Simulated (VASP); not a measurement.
# FeCu (Cmmm) in VASP: a series of runs

The runs below take FeCu through single point, with PBE.

Program: VASP 6.6.1. These are calculated values, not measurements. Logs are shortened: lines on timing, memory, paths and dates and some standing lists are left out, and cuts for length are marked.

### Step 1. The cell of the first run

The structure is orthorhombic, space group Cmmm (No. 65). The conventional cell has a = 2.877 Å, b = 3.976 Å, c = 4.138 Å, α = 90.00°, β = 90.00°, γ = 90.00°. Within 3.2 Å of Fe (site symmetry mmm) lie 6 Fe at 2.45 to 2.88 Å and 8 Cu at 2.52 to 2.87 Å. Within 3.2 Å of Cu (site symmetry mmm) lie 6 Cu at 2.45 to 2.88 Å and 8 Fe at 2.52 to 2.87 Å.

### Step 2. Single point, PBE, collinear spin, ferromagnetic start

Input file INCAR:

```
ALGO = Normal ; EDIFF = 1E-6
ENCUT = 520 ; GGA = PE
ISIF = 2 ; ISMEAR = -1
ISPIN = 2 ; LASPH = True
LCHARG = True ; LELF = True
LMAXMIX = 4 ; LORBIT = 11
LREAL = False ; LVHAR = True
LWAVE = False ; MAGMOM = 3 0
NBANDS = 20 ; NELM = 150
PREC = Accurate ; SIGMA = 0.03
```

Input file KPOINTS:

```
k-points
0
Gamma
  12 12 7
```

Input file POSCAR:

```
FeCu
1.0
    1.4382720000     -1.9879340000      0.0000000000
    1.4382720000      1.9879340000      0.0000000000
    0.0000000000      0.0000000000      4.1381350000
Fe Cu
1 1
Direct
    0.0000000000      0.0000000000      0.0000000000
    0.5000000000      0.5000000000      0.5000000000
```

Potentials or basis: VASP PAW PBE potentials, release 64 (Fe, Cu).

Run with:

```console
> cat potpaw_PBE.64/Fe/POTCAR potpaw_PBE.64/Cu/POTCAR > POTCAR
> mpirun -np 1 vasp_std > vasp.out
```

OUTCAR:

```text
EDIFF = 1E-6
   ENCUT = 520
   GGA = PE
   ISIF = 2
   ISMEAR = -1
   ISPIN = 2
   LASPH = True
   LORBIT = 11
   LREAL = False
   NELM = 150
   PREC = Accurate

 ion  position               nearest neighbor table
   1  0.000  0.000  0.000-   2 2.52   2 2.52   2 2.52   2 2.52   2 2.87   2 2.87   2 2.87   2 2.87

   2  0.500  0.500  0.500-   1 2.52   1 2.52   1 2.52   1 2.52   1 2.87   1 2.87   1 2.87   1 2.87

  LATTYP: Found a base centered orthorhombic cell.
 ALAT       =     2.8765440000
 B/A-ratio  =     1.3821683242
 C/A-ratio  =     1.4385787250

  Lattice vectors:

 A1 = (   1.4382720000,  -1.9879340000,   0.0000000000)
 A2 = (   1.4382720000,   1.9879340000,   0.0000000000)
 A3 = (   0.0000000000,   0.0000000000,   4.1381350000)

Analysis of symmetry for initial positions (statically):
=====================================================================
 Subroutine PRICEL returns:
 Original cell was already a primitive cell.

 Routine SETGRP: Setting up the symmetry group for a
 base centered orthorhombic supercell.

 Subroutine GETGRP returns: Found  8 space group operations
 (whereof  8 operations were pure point group operations)
 out of a pool of  8 trial point group operations.

The static configuration has the point symmetry D_2h.

Analysis of symmetry for dynamics (positions and initial velocities):
=====================================================================
 Subroutine PRICEL returns:
 Original cell was already a primitive cell.

 Routine SETGRP: Setting up the symmetry group for a
 base centered orthorhombic supercell.

 Subroutine GETGRP returns: Found  8 space group operations
 (whereof  8 operations were pure point group operations)
 out of a pool of  8 trial point group operations.

The dynamic configuration has the point symmetry D_2h.

Analysis of structural, dynamic, and magnetic symmetry:
=====================================================================
 Subroutine PRICEL returns:
 Original cell was already a primitive cell.

 Routine SETGRP: Setting up the symmetry group for a
 base centered orthorhombic supercell.

 Subroutine GETGRP returns: Found  8 space group operations
 (whereof  8 operations were pure point group operations)
 out of a pool of  8 trial point group operations.

The overall configuration has the point symmetry D_2h.

 Subroutine INISYM returns: Found  8 space group operations
 (whereof  8 operations are pure point group operations),
 and found     1 'primitive' translations

----------------------------------------------------------------------------------------

                                     Primitive cell

  volume of cell :      23.6634

  direct lattice vectors                    reciprocal lattice vectors
     1.438272000 -1.987934000  0.000000000     0.347639389 -0.251517405  0.000000000
     1.438272000  1.987934000  0.000000000     0.347639389  0.251517405  0.000000000
     0.000000000  0.000000000  4.138135000     0.000000000  0.000000000  0.241654755

  length of vectors
     2.453672336  2.453672336  4.138135000     0.429085248  0.429085248  0.241654755

  position of ions in fractional coordinates (direct lattice)
     0.000000000  0.000000000  0.000000000
     0.500000000  0.500000000  0.500000000

  ion indices of the primitive-cell ions
   primitive index   ion index
                 1           1
                 2           2

----------------------------------------------------------------------------------------

 KPOINTS: k-points

Automatic generation of k-mesh.
 Grid dimensions read from file:
 generate k-points for:   12   12    7

 Generating k-lattice:

  Cartesian coordinates                     Fractional coordinates (reciprocal lattice)
     0.028969949 -0.020959784  0.000000000     0.083333333  0.000000000  0.000000000
     0.028969949  0.020959784  0.000000000     0.000000000  0.083333333  0.000000000
     0.000000000  0.000000000  0.034522108     0.000000000  0.000000000  0.142857143

  Length of vectors
     0.035757104  0.035757104  0.034522108

  Shift w.r.t. Gamma in fractional coordinates (k-lattice)
     0.000000000  0.000000000  0.000000000

 Subroutine IBZKPT returns following result:
 ===========================================

 Found    172 irreducible k-points:

 Following reciprocal coordinates:
            Coordinates               Weight
  0.000000  0.000000  0.000000      1.000000
  0.083333  0.000000  0.000000      4.000000
  0.166667 -0.000000  0.000000      4.000000
  0.250000 -0.000000  0.000000      4.000000
  0.333333 -0.000000  0.000000      4.000000
  0.416667 -0.000000  0.000000      4.000000
[... 16 lines left out ...]
  0.500000  0.166667  0.000000      4.000000
 -0.416667  0.166667  0.000000      4.000000
 [... further k-points ...]
   k-points           NKPTS =    172   k-points in BZ     NKDIM =    172   number of bands    NBANDS=     20
   number of dos      NEDOS =    301   number of ions     NIONS =      2
   total plane-waves  NPLWV =  10368
   dimension x,y,z NGX =    18 NGY =   18 NGZ =   32
   dimension x,y,z NGXF=    36 NGYF=   36 NGZF=   64
   ions per type =               1   1
   NGX,Y,Z   is equivalent  to a cutoff of  12.20, 12.20, 12.86 a.u.
   NGXF,Y,Z  is equivalent  to a cutoff of  24.39, 24.39, 25.71 a.u.
 SYSTEM =  unknown system
   PREC   = accura    normal or accurate (medium, high low for compatibility)
   ISTART =      0    job   : 0-new  1-cont  2-samecut
   ICHARG =      2    charge: 1-file 2-atom 10-const
   ISPIN  =      2    spin polarized calculation?
   LNONCOLLINEAR =      F non collinear calculations
   LSORBIT =      F    spin-orbit coupling
   LASPH  =      T    aspherical Exc in radial PAW
   ENCUT  =  520.0 eV  38.22 Ry    6.18 a.u.   4.56  4.56  7.69*2*pi/ulx,y,z
   NELM   =    150;   NELMIN=  2; NELMDL= -5     # of ELM steps
   EDIFF  = 0.1E-05   stopping-criterion for ELM
   LREAL  =      F    real-space projection
[... 7 lines left out ...]
   TEBEG  =    0.0;   TEEND  =   0.0 temperature during run
   PSTRESS=    0.0 pullay stress
   NELECT =      19.0000    total number of electrons
   NUPDOWN=      -1.0000    fix difference up-down
   EMIN   =  10.00;   EMAX   =-10.00  energy-range for DOS
   EFERMI =   0.00;   METHOD = LEGACY
   ISMEAR =    -1;   SIGMA  =   0.03  broadening in eV -4-tet -1-fermi 0-gaus
   EFERMI_NEDOS =   21; number of points for ismear=-14 and -15
   IALGO  =     38    algorithm
   IMIX   =      4    mixing-type and parameters
     AMIX     =   0.40;   BMIX     =  1.00
     AMIX_MAG =   1.60;   BMIX_MAG =  1.00
  volume/ion in A,a.u.               =      11.83        79.84
  Fermi-wavevector in a.u.,A,eV,Ry     =   1.521599  2.875405 31.501064  2.315263
  Thomas-Fermi vector in A             =   2.630292
   LORBIT       =     11    0 simple, 1 ext, 2 COOP (PROOUT), +10 PAW based schemes
   GGA     = PE    functional components
   LHFCALC =     F    Hartree Fock is set to
   AEXX    =    0.0000 exact exchange contribution
   IVDW    =     0    specifies the selected vdW correction
   LEPSILON=     F    determine dielectric tensor
   LRPA    =     F    only Hartree local field effects (RPA)
 spin polarized calculation
  energy-cutoff  :      520.00
  volume of cell :       23.66
 maximum number of plane-waves:       652
   NGX =  9   NGY =  9   NGZ = 15

 number of electron      18.9999983 magnetization       2.6131246

 Free energy of the ion-electron system (eV)
  ---------------------------------------------------
  ext. energy  EPLUGINS =         0.00000000
  ---------------------------------------------------
  free energy    TOTEN  =       -11.62652459 eV

  energy without entropy =      -11.62099016  energy(sigma->0) =      -11.62375738

 E-fermi :   6.7022     XC(G=0): -12.8001

 val. band max:        6.6994777584   @ k =   0.5000   0.5000   0.4286
 cond. band min:       6.7031464424   @ k =   0.2500   0.0833   0.2857
 fundamental gap:      0.0036686840
 Fermi energy:         6.7022005885

 spin component 1

 k-point     1 :       0.0000    0.0000    0.0000
  band No.  band energies     occupation
      1      -2.3216      1.00000
      2       1.5188      1.00000
      3       2.7552      1.00000
      4       3.6124      1.00000
      5       3.6322      1.00000
      6       3.8088      1.00000
[... 12 lines left out ...]
     19      31.8408      0.00000
     20      31.9912      0.00000

 k-point     2 :       0.0833    0.0000    0.0000
  band No.  band energies     occupation
      1      -2.1154      1.00000
      2       1.6427      1.00000
      3       2.7809      1.00000
      4       3.6036      1.00000
      5       3.6335      1.00000
      6       3.8633      1.00000
[... 498 lines left out ...]
 k-point    24 :      -0.4167    0.1667    0.0000
  band No.  band energies     occupation
      1       1.5409      1.00000
      2       2.5477      1.00000
      3       2.6999      1.00000
      4       2.9372      1.00000
      5       2.9625      1.00000
      6       3.6207      1.00000
[... 12 lines left out ...]
     19      28.4142      0.00000
     20      30.7409      0.00000

 [... further k-points ...]

 spin component 2

 k-point     1 :       0.0000    0.0000    0.0000
  band No.  band energies     occupation
      1      -2.2454      1.00000
      2       1.9962      1.00000
      3       2.9392      1.00000
      4       4.0736      1.00000
      5       4.2635      1.00000
      6       4.5369      1.00000
[... 12 lines left out ...]
     19      31.7096      0.00000
     20      32.2666      0.00000

 k-point     2 :       0.0833    0.0000    0.0000
  band No.  band energies     occupation
      1      -2.0385      1.00000
      2       2.1097      1.00000
      3       2.9647      1.00000
      4       3.9856      1.00000
      5       4.2658      1.00000
      6       4.4496      1.00000
[... 498 lines left out ...]
 k-point    24 :      -0.4167    0.1667    0.0000
  band No.  band energies     occupation
      1       1.7225      1.00000
      2       2.8932      1.00000
      3       2.9871      1.00000
      4       3.2679      1.00000
      5       3.7583      1.00000
      6       4.8144      1.00000
[... 12 lines left out ...]
     19      28.6161      0.00000
     20      31.1172      0.00000

 [... further k-points ...]
[... 5 lines left out ...]
  --------------------------------------------------------------------------------------
  -------------------------------------------------------------------------------------
  Total        0.2864913      0.2311586      0.2805298      0.0000000      0.0000000      0.0000000
  in kB       19.3974377     15.6510307     18.9938011      0.0000000      0.0000000      0.0000000
  external PRESSURE =      18.0140898 kB  Pullay stress =       0.0000000 kB

 VOLUME and BASIS-vectors are now :
 -----------------------------------------------------------------------------
  energy-cutoff  :      520.00
  volume of cell :       23.66
      direct lattice vectors                 reciprocal lattice vectors
     1.438272000 -1.987934000  0.000000000     0.347639389 -0.251517405  0.000000000
     1.438272000  1.987934000  0.000000000     0.347639389  0.251517405  0.000000000
     0.000000000  0.000000000  4.138135000     0.000000000  0.000000000  0.241654755

 POSITION                                       TOTAL-FORCE (eV/Angst)
 -----------------------------------------------------------------------------------
      0.00000      0.00000      0.00000        -0.000000      0.000000      0.000000
      1.43827      0.00000      2.06907         0.000000     -0.000000      0.000000
 -----------------------------------------------------------------------------------
    total drift:                               -0.000000     -0.000000     -0.000000

  FREE ENERGIE OF THE ION-ELECTRON SYSTEM (eV)
  ---------------------------------------------------
  free  energy   TOTEN  =       -11.6265245947 eV

  energy  without entropy=      -11.6209901564  energy(sigma->0) =      -11.62375738

 total charge

# of ion       s       p       d       tot
------------------------------------------
    1        0.455   0.461   6.209   7.125
    2        0.470   0.439   9.136  10.046
--------------------------------------------------
tot          0.925   0.901  15.346  17.171

 magnetization (x)

# of ion       s       p       d       tot
------------------------------------------
    1        0.003  -0.011   2.569   2.560
    2       -0.016  -0.046   0.128   0.066
--------------------------------------------------
tot         -0.013  -0.057   2.697   2.627
```

Wall time 73 s (1 thread of AMD EPYC 9R45 (Zen 5), shared host); peak memory 0.21 GiB.

Results:

```yaml
Free_energy: -11.6265 eV
Pressure: 1.8 GPa
Net_moment: 2.61 μB per cell
Site_moments: Fe +2.56; Cu +0.07 μB
Valence_electrons_inside_the_program's_atomic_spheres: Fe 7.12; Cu 10.05
```

Stress tensor (GPa, compression positive):
```
1.94 0.00 0.00
0.00 1.57 0.00
0.00 0.00 1.90
```

### Step 3. Single point, PBE, collinear spin, ferromagnetic start (volume scaled by 1.18)

Input file INCAR:

```
SYSTEM = FeCu
PREC     = Accurate       ! precision mode
ENCUT    = 520            ! plane-wave cutoff, eV
EDIFF    = 1E-6           ! SCF threshold, eV
ISMEAR   = -1             ! smearing method
SIGMA    = 0.03           ! smearing width, eV
LREAL    = .False.        ! projectors in reciprocal space
LASPH    = .True.         ! aspherical terms in the spheres
NELM     = 150            ! most SCF steps
ALGO     = Normal         ! electronic algorithm
ISIF     = 2              ! what is computed and relaxed
LWAVE    = .False.        ! write WAVECAR
LCHARG   = .False.        ! write CHGCAR
ISPIN    = 2              ! spin polarisation
MAGMOM   = 3 0            ! initial moments
LORBIT   = 11             ! projections on sites
LMAXMIX  = 4              ! l up to which the mixer works
GGA      = PE             ! functional
NBANDS   = 20             ! bands
```

Input file KPOINTS:

```
regular mesh
0
Gamma
  12 12 7
  0 0 0
```

Input file POSCAR:

```
FeCu
1.0
    1.5198533843     -2.1006932052      0.0000000000
    1.5198533843      2.1006932052      0.0000000000
    0.0000000000      0.0000000000      4.3728574876
Fe Cu
1 1
Direct
    0.0000000000      0.0000000000      0.0000000000
    0.5000000000      0.5000000000      0.5000000000
```

Potentials or basis: VASP PAW PBE potentials, release 64 (Fe, Cu).

Run with:

```console
> cat potpaw_PBE.64/Fe/POTCAR potpaw_PBE.64/Cu/POTCAR > POTCAR
> mpirun -np 1 vasp_std > vasp.out
```

OUTCAR:

```text
SYSTEM = FeCu
   PREC = Accurate
   ENCUT = 520
   EDIFF = 1E-6
   ISMEAR = -1
   LREAL = .False.
   LASPH = .True.
   NELM = 150
   ISIF = 2
   ISPIN = 2
   LORBIT = 11
   GGA = PE

 ion  position               nearest neighbor table
   1  0.000  0.000  0.000-   2 2.66   2 2.66   2 2.66   2 2.66
   2  0.500  0.500  0.500-   1 2.66   1 2.66   1 2.66   1 2.66

  LATTYP: Found a base centered orthorhombic cell.
 ALAT       =     3.0397067686
 B/A-ratio  =     1.3821683242
 C/A-ratio  =     1.4385787250

  Lattice vectors:

 A1 = (   1.5198533843,  -2.1006932052,   0.0000000000)
 A2 = (   1.5198533843,   2.1006932052,   0.0000000000)
[... 1319 lines left out ...]
 -----------------------------------------------------------------------------
  energy-cutoff  :      520.00
  volume of cell :       27.92
      direct lattice vectors                 reciprocal lattice vectors
     1.519853384 -2.100693205  0.000000000     0.328979101 -0.238016669  0.000000000
     1.519853384  2.100693205  0.000000000     0.328979101  0.238016669  0.000000000
     0.000000000  0.000000000  4.372857488     0.000000000  0.000000000  0.228683419

 POSITION                                       TOTAL-FORCE (eV/Angst)
 -----------------------------------------------------------------------------------
      0.00000      0.00000      0.00000        -0.000000      0.000000      0.000000
      1.51985      0.00000      2.18643         0.000000     -0.000000      0.000000
 -----------------------------------------------------------------------------------
    total drift:                                0.000000      0.000000      0.000000

  FREE ENERGIE OF THE ION-ELECTRON SYSTEM (eV)
  ---------------------------------------------------
  free  energy   TOTEN  =       -11.3994142159 eV

  energy  without entropy=      -11.3940763000  energy(sigma->0) =      -11.39674526

 total charge

# of ion       s       p       d       tot
------------------------------------------
    1        0.404   0.354   6.104   6.862
    2        0.422   0.327   9.135   9.884
--------------------------------------------------
tot          0.826   0.681  15.239  16.746

 magnetization (x)

# of ion       s       p       d       tot
------------------------------------------
    1        0.005  -0.014   2.816   2.807
    2       -0.016  -0.039   0.109   0.054
--------------------------------------------------
tot         -0.011  -0.053   2.925   2.861
```

OSZICAR:

```text
N       E                     dE             d eps       ncg     rms          rms(c)
DAV:   1     0.101277936463E+03    0.10128E+03   -0.87511E+03 14992   0.141E+03
DAV:   2    -0.742811829946E+01   -0.10871E+03   -0.98771E+02 13864   0.230E+02
DAV:   3    -0.131931577543E+02   -0.57650E+01   -0.53122E+01 15528   0.659E+01
DAV:   4    -0.132614934799E+02   -0.68336E-01   -0.68266E-01 15696   0.724E+00
DAV:   5    -0.132626329068E+02   -0.11394E-02   -0.11394E-02 15764   0.940E-01    0.124E+01
DAV:   6    -0.122563776160E+02    0.10063E+01   -0.11034E+01 15440   0.914E+01    0.899E+00
DAV:   7    -0.114411806090E+02    0.81520E+00   -0.23281E+00 18148   0.467E+01    0.336E+00
DAV:   8    -0.114468571567E+02   -0.56765E-02   -0.34146E-01 20688   0.212E+01    0.262E+00
DAV:   9    -0.114053768450E+02    0.41480E-01   -0.12815E-01 19564   0.119E+01    0.147E+00
DAV:  10    -0.113997566094E+02    0.56202E-02   -0.91765E-03 20508   0.120E+00    0.468E-01
DAV:  11    -0.113993881048E+02    0.36850E-03   -0.49303E-03 19180   0.236E+00    0.125E-01
DAV:  12    -0.113994085061E+02   -0.20401E-04   -0.41019E-04 20832   0.441E-01    0.290E-02
DAV:  13    -0.113994116172E+02   -0.31110E-05   -0.12606E-05 19852   0.562E-02    0.161E-02
DAV:  14    -0.113994139749E+02   -0.23577E-05   -0.20193E-06 14456   0.364E-02    0.783E-03
DAV:  15    -0.113994142159E+02   -0.24100E-06   -0.66810E-07  9636   0.125E-02
   1 F= -.11399414E+02 E0= -.11396745E+02  d E =-.533792E-02  mag=     2.8205
```

stdout:

```text
POSCAR found type information on POSCAR FeCu
 POSCAR found :  2 types and       2 ions
 scaLAPACK will be used
 LDA part: xc-table for (Slater+PW92), standard interpolation
 POSCAR, INCAR and KPOINTS ok, starting setup
 FFT: planning ... GRIDC
 FFT: planning ... GRID_SOFT
 FFT: planning ... GRID
 WAVECAR not read
 entering main loop
```

Wall time 1.8 min (1 thread of AMD EPYC 9R45 (Zen 5), shared host); peak memory 0.24 GiB.

What came out:

```yaml
Free_energy: -11.3994 eV
Pressure: -15.8 GPa
Net_moment: 2.82 μB per cell
Site_moments: Fe +2.81; Cu +0.05 μB
Valence_electrons_inside_the_program's_atomic_spheres: Fe 6.86; Cu 9.88
```

(Continued in part 2 of 2.)
